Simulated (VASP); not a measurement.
Write the native input for VASP 6.6.1 that does the following.

```yaml
Task: relaxation of cell and atoms
Functional: RPBE
Dispersion: D3(BJ)
Potentials_or_basis: VASP PAW PBE potentials, release 64 (As_d, B)
Cutoff: 600 eV
k_mesh: 10 × 10 × 10
Occupations: fermi-dirac, width 0.05 eV
Spin: no spin polarisation
Dipole_correction: no
Second_run: valence_matched
Further_INCAR_settings: ALGO = Normal; EDIFF = 1e-07; IBRION = 2; EDIFFG = -0.01; NSW = 60; ISIF = 3
```

The structure of BAs lies in POSCAR:

```
BAs
1.0
    0.0000000000      2.3885000000      2.3885000000
    2.3885000000      0.0000000000      2.3885000000
    2.3885000000      2.3885000000      0.0000000000
As B
1 1
Direct
    0.7500000000      0.7500000000      0.7500000000
    0.0000000000      0.0000000000      0.0000000000
```

These files were run (other wordings do the same):

INCAR

```
SYSTEM = BAs
PREC = Accurate ; ENCUT = 600
EDIFF = 1E-7 ; ISMEAR = -1
SIGMA = 0.05 ; LREAL = .False.
LASPH = .True. ; NELM = 120
ALGO = Normal ; ISIF = 3
LWAVE = .False. ; LCHARG = .False.
GGA = RP ; IVDW = 12
IBRION = 2 ; NSW = 60
EDIFFG = -0.01 ; GGA_COMPAT = .False.
NELMIN = 4
```

KPOINTS

```
regular mesh
0
Gamma
  10 10 10
  0 0 0
```

Potentials or basis: VASP PAW PBE potentials, release 64 (As_d, B).

Run with:

```console
$ cat potpaw_PBE.64/As_d/POTCAR potpaw_PBE.64/B/POTCAR > POTCAR
$ mpirun -np 1 vasp_std > vasp.out
```

Results of the run:

```
Relaxed volume                         : 12.29 Å³/atom
Relaxed cell                           : a = 3.264 Å, b = 3.264 Å, c = 3.264 Å, α = 60.00°, β = 60.00°, γ = 60.00°
Space group after relaxing (to 0.05 Å) : F-43m (No. 216)
Energy gained by relaxing              : 62.1 meV/atom
Ionic steps                            : 3
Pressure after relaxing                : 0.0 GPa
Band gap on the k mesh                 : 1.10 eV, indirect (least direct gap 3.42 eV)
Dispersion energy per atom             : -1.406 eV
```

Caveat: the PAW data sets were made with another functional, which shifts forces and pressure a little.

It took 47 s on 1 thread of AMD EPYC 9R45 (Zen 5), on a shared host, peak memory 0.15 GiB.
